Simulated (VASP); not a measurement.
Wanted: the native input for a VASP 6.6.1 run.

| Quantity | Value |
| --- | --- |
| Task | single point |
| Functional | PBEsol |
| Potentials or basis | VASP PAW PBE potentials, release 64 (S, W_sv) |
| Cutoff | 520 eV |
| k mesh | 12 × 12 × 6 |
| Occupations | gaussian, width 0.1 eV |
| Spin | no spin polarisation |
| Dipole correction | no |
| Further INCAR settings | ALGO = Normal; EDIFF = 1e-06; NBANDS = 28 |

The structure of WS lies in POSCAR:

```
WS
1.0
    4.0111961371      0.0000000000      0.0000000000
   -2.0055980686      3.4737977543      0.0000000000
    0.0000000000      0.0000000000      7.1713143111
S W
2 2
Direct
    0.3333333300      0.6666666700      0.3558849912
    0.6666666700      0.3333333300      0.8558849912
    0.3333333300      0.6666666700      0.0191140088
    0.6666666700      0.3333333300      0.5191140088
```

This cell differs from its parent crystal: Au replaced by W, lengths x 1.065, strained.

One way to write it, as run:

INCAR

```
SYSTEM = WS
PREC = Accurate ; ENCUT = 520
EDIFF = 1E-6 ; ISMEAR = 0
SIGMA = 0.1 ; LREAL = .FALSE.
LASPH = .TRUE. ; NELM = 80
ALGO = Normal ; ISIF = 2
LWAVE = .FALSE. ; LCHARG = .FALSE.
GGA = PS ; NBANDS = 28
```

KPOINTS

```
Automatic mesh
0
G
  12 12 6
  0 0 0
```

Potentials or basis: VASP PAW PBE potentials, release 64 (S, W_sv).

Run with:

```console
$ cat potpaw_PBE.64/S/POTCAR potpaw_PBE.64/W_sv/POTCAR > POTCAR
$ mpirun -np 1 vasp_std > vasp.out
```

Results of the run:

* Pressure: -25.9 GPa
* Largest force: 1.213 eV/Å
* Band gap on the k mesh: zero (band 20 reaches 4.99 eV, above the bottom of band 21 at 4.59 eV)

Caveat: the cell differs from its parent crystal (Au replaced by W, lengths x 1.065, strained); the PAW data sets were made with another functional, which shifts forces and pressure a little; spin-orbit coupling is left out, which moves the levels of the heavy elements.

It took 2.6 min on 1 thread of AMD EPYC 7R43 64-Core Processor (Zen 3), on a shared host, peak memory 0.27 GiB.
